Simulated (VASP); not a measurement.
# Pd (Fm-3m) in VASP: further runs

Pd is run at these levels: PBE; tasks: single point.

Everything below comes from runs of VASP 6.6.1. Logs are shortened: lines on timing, memory, paths and dates and some standing lists are left out, and cuts for length are marked.

## Step 1: The cell of the first run

It takes space group Fm-3m (No. 225, cubic). The conventional cell has a = 3.948 Å, b = 3.948 Å, c = 3.948 Å, α = 90.00°, β = 90.00°, γ = 90.00°. Within 3.7 Å of Pd (site symmetry m-3m) lie 12 Pd at 2.79 Å.

## Step 2: Single point, PBE

INCAR reads:

```
SYSTEM = Pd
PREC = Accurate ; ENCUT = 500
EDIFF = 1E-6 ; ISMEAR = 0
SIGMA = 0.1 ; LREAL = .FALSE.
LASPH = .TRUE. ; NELM = 120
ALGO = Normal ; ISIF = 2
LWAVE = .FALSE. ; LCHARG = .FALSE.
GGA = PE ; NBANDS = 11
GGA_COMPAT = .FALSE.
```

KPOINTS reads:

```
regular mesh
0
G
  8 8 8
  0 0 0
```

POSCAR reads:

```
Pd
1.0
    0.0000000000      1.9741749792      1.9741749792
    1.9741749792      0.0000000000      1.9741749792
    1.9741749792      1.9741749792      0.0000000000
Pd
1
Direct
    0.0000000000      0.0000000000      0.0000000000
```

Potentials or basis: VASP PAW PBE potentials, release 64 (Pd).

Launch:

```console
$ cat potpaw_PBE.64/Pd/POTCAR > POTCAR
$ mpirun -np 1 vasp_std > vasp.out
```

OUTCAR:

```text
SYSTEM = Pd
   PREC = Accurate
   ENCUT = 500
   EDIFF = 1E-6
   ISMEAR = 0
   LREAL = .FALSE.
   LASPH = .TRUE.
   NELM = 120
   ISIF = 2
   GGA = PE

 ion  position               nearest neighbor table
   1  0.000  0.000  0.000-

  LATTYP: Found a face centered cubic cell.
 ALAT       =     3.9483499584

  Lattice vectors:

 A1 = (   0.0000000000,   1.9741749792,   1.9741749792)
 A2 = (   1.9741749792,   0.0000000000,   1.9741749792)
 A3 = (   1.9741749792,   1.9741749792,   0.0000000000)

Analysis of symmetry for initial positions (statically):
=====================================================================
 Subroutine PRICEL returns:
 Original cell was already a primitive cell.

 Routine SETGRP: Setting up the symmetry group for a
 face centered cubic supercell.

 Subroutine GETGRP returns: Found 48 space group operations
 (whereof 48 operations were pure point group operations)
 out of a pool of 48 trial point group operations.

The static configuration has the point symmetry O_h .

Analysis of symmetry for dynamics (positions and initial velocities):
=====================================================================
 Subroutine PRICEL returns:
 Original cell was already a primitive cell.

 Routine SETGRP: Setting up the symmetry group for a
 face centered cubic supercell.

 Subroutine GETGRP returns: Found 48 space group operations
 (whereof 48 operations were pure point group operations)
 out of a pool of 48 trial point group operations.

The dynamic configuration has the point symmetry O_h .

 Subroutine INISYM returns: Found 48 space group operations
 (whereof 48 operations are pure point group operations),
 and found     1 'primitive' translations

----------------------------------------------------------------------------------------

                                     Primitive cell

  volume of cell :      15.3882

  direct lattice vectors                    reciprocal lattice vectors
     0.000000000  1.974174979  1.974174979    -0.253270356  0.253270356  0.253270356
     1.974174979  0.000000000  1.974174979     0.253270356 -0.253270356  0.253270356
     1.974174979  1.974174979  0.000000000     0.253270356  0.253270356 -0.253270356

  length of vectors
     2.791905030  2.791905030  2.791905030     0.438677125  0.438677125  0.438677125

  position of ions in fractional coordinates (direct lattice)
     0.000000000  0.000000000  0.000000000

  ion indices of the primitive-cell ions
   primitive index   ion index
                 1           1

----------------------------------------------------------------------------------------

 KPOINTS: regular mesh

Automatic generation of k-mesh.
 Grid dimensions read from file:
 generate k-points for:    8    8    8

 Generating k-lattice:

  Cartesian coordinates                     Fractional coordinates (reciprocal lattice)
    -0.031658795  0.031658795  0.031658795     0.125000000  0.000000000  0.000000000
     0.031658795 -0.031658795  0.031658795     0.000000000  0.125000000  0.000000000
     0.031658795  0.031658795 -0.031658795     0.000000000  0.000000000  0.125000000

  Length of vectors
     0.054834641  0.054834641  0.054834641

  Shift w.r.t. Gamma in fractional coordinates (k-lattice)
     0.000000000  0.000000000  0.000000000

 Subroutine IBZKPT returns following result:
 ===========================================

 Found     29 irreducible k-points:

 Following reciprocal coordinates:
            Coordinates               Weight
  0.000000  0.000000  0.000000      1.000000
  0.125000  0.000000  0.000000      8.000000
  0.250000  0.000000  0.000000      8.000000
  0.375000  0.000000  0.000000      8.000000
  0.500000  0.000000  0.000000      4.000000
  0.125000  0.125000  0.000000      6.000000
[... 16 lines left out ...]
  0.500000  0.250000  0.125000     48.000000
 -0.375000  0.250000  0.125000     24.000000
 [... further k-points ...]
   k-points           NKPTS =     29   k-points in BZ     NKDIM =     29   number of bands    NBANDS=     11
   number of dos      NEDOS =    301   number of ions     NIONS =      1
   total plane-waves  NPLWV =   8000
   dimension x,y,z NGX =    20 NGY =   20 NGZ =   20
   dimension x,y,z NGXF=    40 NGYF=   40 NGZF=   40
   ions per type =               1
   NGX,Y,Z   is equivalent  to a cutoff of  11.91, 11.91, 11.91 a.u.
   NGXF,Y,Z  is equivalent  to a cutoff of  23.82, 23.82, 23.82 a.u.
 SYSTEM =  Pd
   PREC   = accura    normal or accurate (medium, high low for compatibility)
   ISTART =      0    job   : 0-new  1-cont  2-samecut
   ICHARG =      2    charge: 1-file 2-atom 10-const
   ISPIN  =      1    spin polarized calculation?
   LNONCOLLINEAR =      F non collinear calculations
   LSORBIT =      F    spin-orbit coupling
   LASPH  =      T    aspherical Exc in radial PAW
   ENCUT  =  500.0 eV  36.75 Ry    6.06 a.u.   5.09  5.09  5.09*2*pi/ulx,y,z
   NELM   =    120;   NELMIN=  2; NELMDL= -5     # of ELM steps
   EDIFF  = 0.1E-05   stopping-criterion for ELM
   LREAL  =      F    real-space projection
   EDIFFG = 0.1E-04   stopping-criterion for IOM
   NSW    =      0    number of steps for IOM
   IBRION =     -1    ionic relax: 0-MD 1-quasi-New 2-CG
   NFREE  =      0    steps in history (QN), initial steepest desc. (CG)
   ISIF   =      2    stress and relaxation
   ISYM   =      2    0-nonsym 1-usesym 2-fastsym
   POTIM  = 0.5000    time-step for ionic-motion
   TEBEG  =    0.0;   TEEND  =   0.0 temperature during run
   PSTRESS=    0.0 pullay stress
   NELECT =      10.0000    total number of electrons
   NUPDOWN=      -1.0000    fix difference up-down
   EMIN   =  10.00;   EMAX   =-10.00  energy-range for DOS
   EFERMI =   0.00;   METHOD = LEGACY
   ISMEAR =     0;   SIGMA  =   0.10  broadening in eV -4-tet -1-fermi 0-gaus
   EFERMI_NEDOS =   21; number of points for ismear=-14 and -15
   IALGO  =     38    algorithm
   IMIX   =      4    mixing-type and parameters
     AMIX     =   0.40;   BMIX     =  1.00
     AMIX_MAG =   1.60;   BMIX_MAG =  1.00
  volume/ion in A,a.u.               =      15.39       103.84
  Fermi-wavevector in a.u.,A,eV,Ry     =   1.418010  2.679650 27.357934  2.010751
  Thomas-Fermi vector in A             =   2.539180
   LORBIT       =      0    0 simple, 1 ext, 2 COOP (PROOUT), +10 PAW based schemes
   GGA     = PE    functional components
   LHFCALC =     F    Hartree Fock is set to
   AEXX    =    0.0000 exact exchange contribution
   IVDW    =     0    specifies the selected vdW correction
   LEPSILON=     F    determine dielectric tensor
   LRPA    =     F    only Hartree local field effects (RPA)
 non-spin polarized calculation
 Gauss-broadening in eV      SIGMA  =   0.10
  energy-cutoff  :      500.00
  volume of cell :       15.39
 maximum number of plane-waves:       399
   NGX = 11   NGY = 11   NGZ = 11

 number of electron      10.0000000 magnetization

 number of electron       9.9999995 magnetization

 Free energy of the ion-electron system (eV)
  ---------------------------------------------------
  ext. energy  EPLUGINS =         0.00000000
  ---------------------------------------------------
  free energy    TOTEN  =        -5.20405442 eV

  energy without entropy =       -5.19259070  energy(sigma->0) =       -5.19832256

 E-fermi :   9.1827     XC(G=0): -12.9154

 val. band max:        9.1781456431   @ k =   0.5000   0.2500   0.0000
 cond. band min:       9.2640411074   @ k =   0.5000   0.3750   0.0000
 fundamental gap:      0.0858954642
 Fermi energy:         9.1826557069

 k-point     1 :       0.0000    0.0000    0.0000
  band No.  band energies     occupation
      1       2.2692      2.00000
      2       6.4676      2.00000
      3       6.4676      2.00000
      4       6.4676      2.00000
      5       7.9677      2.00000
      6       7.9677      2.00000
      7      26.2505      0.00000
      8      30.7808      0.00000
      9      30.7808      0.00000
     10      30.7808      0.00000
     11      35.4791      0.00000

 k-point     2 :       0.1250    0.0000    0.0000
  band No.  band energies     occupation
      1       2.7979      2.00000
      2       6.3107      2.00000
      3       6.6293      2.00000
      4       6.6293      2.00000
      5       7.9070      2.00000
      6       7.9070      2.00000
      7      26.5817      0.00000
      8      28.1241      0.00000
      9      31.3316      0.00000
     10      31.3316      0.00000
     11      35.6765      0.00000

 k-point     3 :       0.2500    0.0000    0.0000
  band No.  band energies     occupation
      1       3.9209      2.00000
      2       6.4338      2.00000
      3       6.7411      2.00000
      4       6.7411      2.00000
      5       8.1132      2.00000
      6       8.1132      2.00000
      7      23.2673      0.00000
      8      27.2035      0.00000
      9      32.1698      0.00000
     10      32.1698      0.00000
     11      34.4973      0.00000

 k-point     4 :       0.3750    0.0000    0.0000
  band No.  band energies     occupation
      1       4.2068      2.00000
      2       6.5376      2.00000
      3       6.5376      2.00000
      4       8.3329      2.00000
      5       8.7550      2.00000
      6       8.7550      2.00000
      7      18.7535      0.00000
      8      26.1165      0.00000
      9      30.7333      0.00000
     10      30.7333      0.00000
     11      35.2561      0.00000
[... 239 lines left out ...]
 k-point    22 :       0.3750    0.2500    0.1250
  band No.  band energies     occupation
      1       4.8884      2.00000
      2       5.5172      2.00000
      3       6.5101      2.00000
      4       7.6702      2.00000
      5       7.8440      2.00000
      6       9.3874      0.00379
      7      23.8265      0.00000
      8      24.5489      0.00000
      9      28.0712      0.00000
     10      30.7732      0.00000
     11      34.1467      0.00000

 k-point    23 :       0.5000    0.2500    0.1250
  band No.  band energies     occupation
      1       5.0785      2.00000
      2       5.9124      2.00000
      3       6.2896      2.00000
      4       7.4973      2.00000
      5       8.6319      2.00000
      6      11.4954      0.00000
      7      19.4811      0.00000
      8      23.8678      0.00000
      9      26.0648      0.00000
     10      30.8008      0.00000
     11      34.4452      0.00000

 k-point    24 :      -0.3750    0.2500    0.1250
  band No.  band energies     occupation
      1       5.0236      2.00000
      2       5.7302      2.00000
      3       6.8429      2.00000
      4       7.2794      2.00000
      5       8.9712      1.99722
      6      13.8368      0.00000
      7      16.1925      0.00000
      8      24.4458      0.00000
      9      24.6482      0.00000
     10      29.9381      0.00000
     11      35.3945      0.00000

 [... further k-points ...]
[... 5 lines left out ...]
  --------------------------------------------------------------------------------------
  -------------------------------------------------------------------------------------
  Total       -0.0199582     -0.0199582     -0.0199582      0.0000000      0.0000000      0.0000000
  in kB       -2.0779927     -2.0779927     -2.0779927      0.0000000      0.0000000      0.0000000
  external PRESSURE =      -2.0779927 kB  Pullay stress =       0.0000000 kB

 VOLUME and BASIS-vectors are now :
 -----------------------------------------------------------------------------
  energy-cutoff  :      500.00
  volume of cell :       15.39
      direct lattice vectors                 reciprocal lattice vectors
     0.000000000  1.974174979  1.974174979    -0.253270356  0.253270356  0.253270356
     1.974174979  0.000000000  1.974174979     0.253270356 -0.253270356  0.253270356
     1.974174979  1.974174979  0.000000000     0.253270356  0.253270356 -0.253270356

 POSITION                                       TOTAL-FORCE (eV/Angst)
 -----------------------------------------------------------------------------------
      0.00000      0.00000      0.00000         0.000000     -0.000000     -0.000000
 -----------------------------------------------------------------------------------
    total drift:                                0.000000      0.000000      0.000000

  FREE ENERGIE OF THE ION-ELECTRON SYSTEM (eV)
  ---------------------------------------------------
  free  energy   TOTEN  =        -5.2040544224 eV

  energy  without entropy=       -5.1925907048  energy(sigma->0) =       -5.19832256
```

It took 3.9 s on 1 thread of Intel Xeon 6975P-C, shared host; peak memory 0.12 GiB.

Results:

* Free energy: -5.2041 eV
* Pressure: -0.2 GPa
* Band gap on the k mesh: zero (band 5 reaches 9.39 eV, above the bottom of band 6 at 7.91 eV)

## Step 3: Single point, PBE

This run uses another cell than the first one, of 15.31 Å³/atom, 0.995 times its volume.

INCAR reads:

```
PREC = Accurate
ENCUT = 500
EDIFF = 1E-6
ISMEAR = 0
SIGMA = 0.1
LREAL = False
LASPH = True
NELM = 120
ALGO = Normal
ISIF = 2
LWAVE = False
LCHARG = True
GGA = PE
LELF = True
LVHAR = True
NBANDS = 11
GGA_COMPAT = False
```

KPOINTS reads:

```
Automatic mesh
0
Gamma
  18 18 18
```

POSCAR reads:

```
Pd
1.0
    0.0000000000      1.9710069346      1.9710069346
    1.9710069346      0.0000000000      1.9710069346
    1.9710069346      1.9710069346      0.0000000000
Pd
1
Direct
    0.0000000000      0.0000000000      0.0000000000
```

Potentials or basis: VASP PAW PBE potentials, release 64 (Pd).

Launch:

```console
$ cat potpaw_PBE.64/Pd/POTCAR > POTCAR
$ mpirun -np 1 vasp_std > vasp.out
```

OUTCAR:

```text
PREC = Accurate
   ENCUT = 500
   EDIFF = 1E-6
   ISMEAR = 0
   LREAL = False
   LASPH = True
   NELM = 120
   ISIF = 2
   GGA = PE

 ion  position               nearest neighbor table
   1  0.000  0.000  0.000-

  LATTYP: Found a face centered cubic cell.
 ALAT       =     3.9420138692

  Lattice vectors:

 A1 = (   0.0000000000,   1.9710069346,   1.9710069346)
 A2 = (   1.9710069346,   0.0000000000,   1.9710069346)
 A3 = (   1.9710069346,   1.9710069346,   0.0000000000)

Analysis of symmetry for initial positions (statically):
=====================================================================
 Subroutine PRICEL returns:
 Original cell was already a primitive cell.

 Routine SETGRP: Setting up the symmetry group for a
 face centered cubic supercell.

 Subroutine GETGRP returns: Found 48 space group operations
 (whereof 48 operations were pure point group operations)
 out of a pool of 48 trial point group operations.

The static configuration has the point symmetry O_h .

Analysis of symmetry for dynamics (positions and initial velocities):
=====================================================================
 Subroutine PRICEL returns:
 Original cell was already a primitive cell.

 Routine SETGRP: Setting up the symmetry group for a
 face centered cubic supercell.

 Subroutine GETGRP returns: Found 48 space group operations
 (whereof 48 operations were pure point group operations)
 out of a pool of 48 trial point group operations.

The dynamic configuration has the point symmetry O_h .

 Subroutine INISYM returns: Found 48 space group operations
 (whereof 48 operations are pure point group operations),
 and found     1 'primitive' translations

----------------------------------------------------------------------------------------

                                     Primitive cell

  volume of cell :      15.3142

  direct lattice vectors                    reciprocal lattice vectors
[... 106 lines left out ...]
  volume/ion in A,a.u.               =      15.31       103.35
  Fermi-wavevector in a.u.,A,eV,Ry     =   1.420289  2.683957 27.445950  2.017220
  Thomas-Fermi vector in A             =   2.541220
   LORBIT       =      0    0 simple, 1 ext, 2 COOP (PROOUT), +10 PAW based schemes
   GGA     = PE    functional components
   LHFCALC =     F    Hartree Fock is set to
   AEXX    =    0.0000 exact exchange contribution
   IVDW    =     0    specifies the selected vdW correction
   LEPSILON=     F    determine dielectric tensor
   LRPA    =     F    only Hartree local field effects (RPA)
 non-spin polarized calculation
 Gauss-broadening in eV      SIGMA  =   0.10
  energy-cutoff  :      500.00
  volume of cell :       15.31
 maximum number of plane-waves:       397
   NGX = 11   NGY = 11   NGZ = 11

 number of electron      10.0000000 magnetization

 number of electron       9.9999995 magnetization

 Free energy of the ion-electron system (eV)
  ---------------------------------------------------
  ext. energy  EPLUGINS =         0.00000000
  ---------------------------------------------------
  free energy    TOTEN  =        -5.22591681 eV

  energy without entropy =       -5.21368868  energy(sigma->0) =       -5.21980274

 E-fermi :   9.1563     XC(G=0): -12.9519

 val. band max:        9.1549251593   @ k =  -0.4444   0.3889   0.1111
 cond. band min:       9.1622935323   @ k =  -0.3889   0.3889   0.0556
 fundamental gap:      0.0073683730
 Fermi energy:         9.1562952113

 k-point     1 :       0.0000    0.0000    0.0000
  band No.  band energies     occupation
      1       2.3095      2.00000
      2       6.4881      2.00000
      3       6.4881      2.00000
      4       6.4881      2.00000
      5       8.0026      2.00000
      6       8.0026      2.00000
      7      26.3296      0.00000
      8      30.8939      0.00000
      9      30.8939      0.00000
     10      30.8939      0.00000
     11      35.4821      0.00000
[... 309 lines left out ...]
 k-point    24 :      -0.2222    0.0556    0.0000
  band No.  band energies     occupation
      1       3.9811      2.00000
      2       6.2831      2.00000
      3       6.7965      2.00000
      4       6.8277      2.00000
      5       7.8944      2.00000
      6       8.3882      2.00000
      7      23.7781      0.00000
      8      27.2672      0.00000
      9      30.9206      0.00000
     10      33.3884      0.00000
     11      33.6978      0.00000

 [... further k-points ...]
[... 5 lines left out ...]
  --------------------------------------------------------------------------------------
  -------------------------------------------------------------------------------------
  Total       -0.0210165     -0.0210165     -0.0210165      0.0000000      0.0000000      0.0000000
  in kB       -2.1987533     -2.1987533     -2.1987533      0.0000000      0.0000000      0.0000000
  external PRESSURE =      -2.1987533 kB  Pullay stress =       0.0000000 kB

 VOLUME and BASIS-vectors are now :
 -----------------------------------------------------------------------------
  energy-cutoff  :      500.00
  volume of cell :       15.31
      direct lattice vectors                 reciprocal lattice vectors
     0.000000000  1.971006935  1.971006935    -0.253677443  0.253677443  0.253677443
     1.971006935  0.000000000  1.971006935     0.253677443 -0.253677443  0.253677443
     1.971006935  1.971006935  0.000000000     0.253677443  0.253677443 -0.253677443

 POSITION                                       TOTAL-FORCE (eV/Angst)
 -----------------------------------------------------------------------------------
      0.00000      0.00000      0.00000         0.000000      0.000000      0.000000
 -----------------------------------------------------------------------------------
    total drift:                                0.000000      0.000000      0.000000

  FREE ENERGIE OF THE ION-ELECTRON SYSTEM (eV)
  ---------------------------------------------------
  free  energy   TOTEN  =        -5.2259168083 eV

  energy  without entropy=       -5.2136886782  energy(sigma->0) =       -5.21980274
```

OSZICAR:

```text
N       E                     dE             d eps       ncg     rms          rms(c)
DAV:   1     0.414910036652E+02    0.41491E+02   -0.50065E+03  4346   0.819E+02
DAV:   2    -0.492607012024E+01   -0.46417E+02   -0.44756E+02  4893   0.178E+02
DAV:   3    -0.549286241197E+01   -0.56679E+00   -0.56463E+00  5106   0.210E+01
DAV:   4    -0.549568331610E+01   -0.28209E-02   -0.28205E-02  5124   0.157E+00
DAV:   5    -0.549571797072E+01   -0.34655E-04   -0.34654E-04  5748   0.155E-01    0.696E+00
DAV:   6    -0.523734817927E+01    0.25837E+00   -0.11250E+00  5253   0.851E+00    0.339E+00
DAV:   7    -0.522911012349E+01    0.82381E-02   -0.10966E-02  5474   0.762E-01    0.182E+00
DAV:   8    -0.522591652432E+01    0.31936E-02   -0.97167E-04  5265   0.232E-01    0.625E-02
DAV:   9    -0.522591303998E+01    0.34843E-05   -0.31484E-05  5565   0.481E-02    0.193E-02
DAV:  10    -0.522591723091E+01   -0.41909E-05   -0.33510E-06  5209   0.169E-02    0.465E-03
DAV:  11    -0.522591680825E+01    0.42266E-06   -0.35627E-08  3432   0.195E-03
   1 F= -.52259168E+01 E0= -.52198027E+01  d E =-.122281E-01
```

Run time: 19 s. Hardware: 1 thread of Intel Xeon 6975P-C, shared host; peak memory 0.15 GiB.

What came out:

```
Free energy            : -5.2259 eV
Pressure               : -0.2 GPa
Band gap on the k mesh : zero (band 5 reaches 9.43 eV, above the bottom of band 6 at 7.94 eV)
```
